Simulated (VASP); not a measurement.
# CO2 (Pa-3) in VASP: single point with PBEsol

Aim: the single point of CO2 with PBEsol.

Everything below comes from runs of VASP 6.6.1. Logs are shortened: lines on timing, memory, paths and dates and some standing lists are left out, and cuts for length are marked.

**1. The cell of the first run**

It takes space group Pa-3 (No. 205, cubic). Conventional cell: a = 5.789 Å, b = 5.789 Å, c = 5.789 Å, α = 90.00°, β = 90.00°, γ = 90.00°. Within 1.6 Å of C (site symmetry -3) lie 2 O at 1.17 Å. O (site symmetry 3) has 1 C at 1.17 Å within 1.6 Å.

**2. Single point, PBEsol**

File INCAR:

```
ALGO = Normal ; EDIFF = 1E-6
ENCUT = 1340 ; GGA = PS
GGA_COMPAT = F ; ISIF = 2
ISMEAR = -1 ; LASPH = T
LCHARG = T ; LELF = T
LREAL = F ; LVHAR = T
LWAVE = F ; NBANDS = 44
NELM = 120 ; PREC = Accurate
SIGMA = 0.03
```

File KPOINTS:

```
k-points
0
Gamma
  4 4 4
```

File POSCAR:

```
CO2
1.0
    5.7892394318      0.0000000000      0.0000000000
    0.0000000000      5.7892394318      0.0000000000
    0.0000000000      0.0000000000      5.7892394318
C O
4 8
Direct
    0.0000000000      0.0000000000      0.0000000000
    0.5000000000      0.0000000000      0.5000000000
    0.5000000000      0.5000000000      0.0000000000
    0.0000000000      0.5000000000      0.5000000000
    0.1163737336      0.1163737336      0.1163737336
    0.3836262664      0.8836262664      0.6163737336
    0.6163737336      0.3836262664      0.8836262664
    0.8836262664      0.6163737336      0.3836262664
    0.8836262664      0.8836262664      0.8836262664
    0.6163737336      0.1163737336      0.3836262664
    0.3836262664      0.6163737336      0.1163737336
    0.1163737336      0.3836262664      0.6163737336
```

Potentials or basis: VASP PAW PBE potentials, release 64 (C_h, O_h).

Run with:

```bash
$ cat potpaw_PBE.64/C_h/POTCAR potpaw_PBE.64/O_h/POTCAR > POTCAR
$ mpirun -np 1 vasp_std > vasp.out
```

OUTCAR:

```text
EDIFF = 1E-6
   ENCUT = 1340
   GGA = PS
   ISIF = 2
   ISMEAR = -1
   LASPH = T
   LREAL = F
   NELM = 120
   PREC = Accurate

 ion  position               nearest neighbor table
   1  0.000  0.000  0.000-   5 1.17   9 1.17
   2  0.500  0.000  0.500-   6 1.17  10 1.17
   3  0.500  0.500  0.000-   7 1.17  11 1.17
   4  0.000  0.500  0.500-   8 1.17  12 1.17
   5  0.116  0.116  0.116-   1 1.17
   6  0.384  0.884  0.616-   2 1.17
   7  0.616  0.384  0.884-   3 1.17
   8  0.884  0.616  0.384-   4 1.17
   9  0.884  0.884  0.884-   1 1.17
  10  0.616  0.116  0.384-   2 1.17
  11  0.384  0.616  0.116-   3 1.17
  12  0.116  0.384  0.616-   4 1.17

  LATTYP: Found a simple cubic cell.
 ALAT       =     5.7892394318

  Lattice vectors:

 A1 = (   5.7892394318,   0.0000000000,   0.0000000000)
 A2 = (   0.0000000000,   5.7892394318,   0.0000000000)
 A3 = (   0.0000000000,   0.0000000000,   5.7892394318)

Analysis of symmetry for initial positions (statically):
=====================================================================
 Subroutine PRICEL returns:
 Original cell was already a primitive cell.

 Routine SETGRP: Setting up the symmetry group for a
 simple cubic supercell.

 Subroutine GETGRP returns: Found 24 space group operations
 (whereof  6 operations were pure point group operations)
 out of a pool of 48 trial point group operations.

The static configuration has the point symmetry S_6 .
 The point group associated with its full space group is T_h .

Analysis of symmetry for dynamics (positions and initial velocities):
=====================================================================
 Subroutine PRICEL returns:
 Original cell was already a primitive cell.

 Routine SETGRP: Setting up the symmetry group for a
 simple cubic supercell.

 Subroutine GETGRP returns: Found 24 space group operations
 (whereof  6 operations were pure point group operations)
 out of a pool of 48 trial point group operations.

The dynamic configuration has the point symmetry S_6 .
 The point group associated with its full space group is T_h .
[... 107 lines left out ...]
   EDIFFG = 0.1E-04   stopping-criterion for IOM
   NSW    =      0    number of steps for IOM
   IBRION =     -1    ionic relax: 0-MD 1-quasi-New 2-CG
   NFREE  =      0    steps in history (QN), initial steepest desc. (CG)
   ISIF   =      2    stress and relaxation
   ISYM   =      2    0-nonsym 1-usesym 2-fastsym
   POTIM  = 0.5000    time-step for ionic-motion
   TEBEG  =    0.0;   TEEND  =   0.0 temperature during run
   PSTRESS=    0.0 pullay stress
   NELECT =      64.0000    total number of electrons
   NUPDOWN=      -1.0000    fix difference up-down
   EMIN   =  10.00;   EMAX   =-10.00  energy-range for DOS
   EFERMI =   0.00;   METHOD = LEGACY
   ISMEAR =    -1;   SIGMA  =   0.03  broadening in eV -4-tet -1-fermi 0-gaus
   EFERMI_NEDOS =   21; number of points for ismear=-14 and -15
   IALGO  =     38    algorithm
   IMIX   =      4    mixing-type and parameters
     AMIX     =   0.40;   BMIX     =  1.00
     AMIX_MAG =   1.60;   BMIX_MAG =  1.00
  volume/ion in A,a.u.               =      16.17       109.11
  Fermi-wavevector in a.u.,A,eV,Ry     =   1.131132  2.137530 17.408106  1.279460
  Thomas-Fermi vector in A             =   2.267830
   LORBIT       =      0    0 simple, 1 ext, 2 COOP (PROOUT), +10 PAW based schemes
   GGA     = PS    functional components
   LHFCALC =     F    Hartree Fock is set to
   AEXX    =    0.0000 exact exchange contribution
   IVDW    =     0    specifies the selected vdW correction
   LEPSILON=     F    determine dielectric tensor
   LRPA    =     F    only Hartree local field effects (RPA)
 non-spin polarized calculation
  energy-cutoff  :     1340.00
  volume of cell :      194.03
 maximum number of plane-waves:     21664
 NGX is ok and might be reduce to    70
   NGX = 35   NGY = 35   NGZ = 35

 number of electron      63.9999995 magnetization

 Free energy of the ion-electron system (eV)
  ---------------------------------------------------
  ext. energy  EPLUGINS =         0.00000000
  ---------------------------------------------------
  free energy    TOTEN  =       -96.39699864 eV

  energy without entropy =      -96.39699864  energy(sigma->0) =      -96.39699864

 E-fermi :  -3.0452     XC(G=0):  -7.5291

 val. band max:       -3.7244616179   @ k =   0.0000   0.0000   0.0000
 cond. band min:       2.9855538049   @ k =   0.0000   0.0000   0.0000
 fundamental gap:      6.7100154228
 Fermi energy:        -3.0451873733

 k-point     1 :       0.0000    0.0000    0.0000
  band No.  band energies     occupation
      1     -24.0646      2.00000
      2     -23.9143      2.00000
      3     -23.9143      2.00000
      4     -23.9143      2.00000
      5     -22.9740      2.00000
      6     -22.9740      2.00000
[... 506 lines left out ...]
     43       5.7606      0.00000
     44       5.7606      0.00000

------------------------ aborting loop because EDIFF is reached ----------------------------------------

  FORCE on cell =-STRESS in cart. coord.  units (eV):
  Direction    XX          YY          ZZ          XY          YZ          ZX
  --------------------------------------------------------------------------------------
  -------------------------------------------------------------------------------------
  Total       -0.0142016     -0.0142016     -0.0142016     -0.0000000      0.0000000      0.0000000
  in kB       -0.1172688     -0.1172688     -0.1172688     -0.0000000      0.0000000      0.0000000
  external PRESSURE =      -0.1172688 kB  Pullay stress =       0.0000000 kB

 VOLUME and BASIS-vectors are now :
 -----------------------------------------------------------------------------
  energy-cutoff  :     1340.00
  volume of cell :      194.03
      direct lattice vectors                 reciprocal lattice vectors
     5.789239432  0.000000000  0.000000000     0.172734262  0.000000000  0.000000000
     0.000000000  5.789239432  0.000000000     0.000000000  0.172734262  0.000000000
     0.000000000  0.000000000  5.789239432     0.000000000  0.000000000  0.172734262

 POSITION                                       TOTAL-FORCE (eV/Angst)
 -----------------------------------------------------------------------------------
      0.00000      0.00000      0.00000         0.000000      0.000000      0.000000
      2.89462      0.00000      2.89462         0.000000      0.000000      0.000000
      2.89462      2.89462      0.00000         0.000000      0.000000      0.000000
      0.00000      2.89462      2.89462         0.000000      0.000000      0.000000
      0.67372      0.67372      0.67372         0.045066      0.045066      0.045066
      2.22090      5.11552      3.56834        -0.045066     -0.045066      0.045066
      3.56834      2.22090      5.11552         0.045066     -0.045066     -0.045066
      5.11552      3.56834      2.22090        -0.045066      0.045066     -0.045066
      5.11552      5.11552      5.11552        -0.045066     -0.045066     -0.045066
      3.56834      0.67372      2.22090         0.045066      0.045066     -0.045066
      2.22090      3.56834      0.67372        -0.045066      0.045066      0.045066
      0.67372      2.22090      3.56834         0.045066     -0.045066      0.045066
 -----------------------------------------------------------------------------------
    total drift:                                0.000000      0.000000     -0.000000

  FREE ENERGIE OF THE ION-ELECTRON SYSTEM (eV)
  ---------------------------------------------------
  free  energy   TOTEN  =       -96.3969986432 eV

  energy  without entropy=      -96.3969986432  energy(sigma->0) =      -96.39699864
```

stdout:

```text
POSCAR found type information on POSCAR C O
 POSCAR found :  2 types and      12 ions
 scaLAPACK will be used
 -----------------------------------------------------------------------------
|                                                                             |
|                                                                             |
|     You enforced a specific xc type in the INCAR file but a different       |
|     I HOPE YOU KNOW WHAT YOU ARE DOING!                                     |
|                                                                             |
 -----------------------------------------------------------------------------

 LDA part: xc-table for (Slater+PW92), standard interpolation
 POSCAR, INCAR and KPOINTS ok, starting setup
 FFT: planning ... GRIDC
 FFT: planning ... GRID_SOFT
 FFT: planning ... GRID
 WAVECAR not read
 entering main loop
```

Wall time 8.5 min (1 thread of Intel Xeon Platinum 8175M at 2.50GHz (Skylake/Cascade Lake), shared host); peak memory 0.85 GiB.

Results:

- Free energy: -96.3970 eV
- Pressure: 0.0 GPa
- Largest force: 0.078 eV/Å
- Band gap on the k mesh: 6.71 eV

Forces in eV/Å, atoms in the order of the input:
```
C    0.000  0.000  0.000
C    0.000  0.000  0.000
C    0.000  0.000  0.000
C    0.000  0.000  0.000
O    0.045  0.045  0.045
O   -0.045 -0.045  0.045
O    0.045 -0.045 -0.045
O   -0.045  0.045 -0.045
O   -0.045 -0.045 -0.045
O    0.045  0.045 -0.045
O   -0.045  0.045  0.045
O    0.045 -0.045  0.045
```

Caveat: this functional lacks dispersion, which holds the molecules together, so the pressure and a relaxed volume are unreliable; the PAW data sets were made with another functional, which shifts forces and pressure a little. A k mesh can miss the band edges.
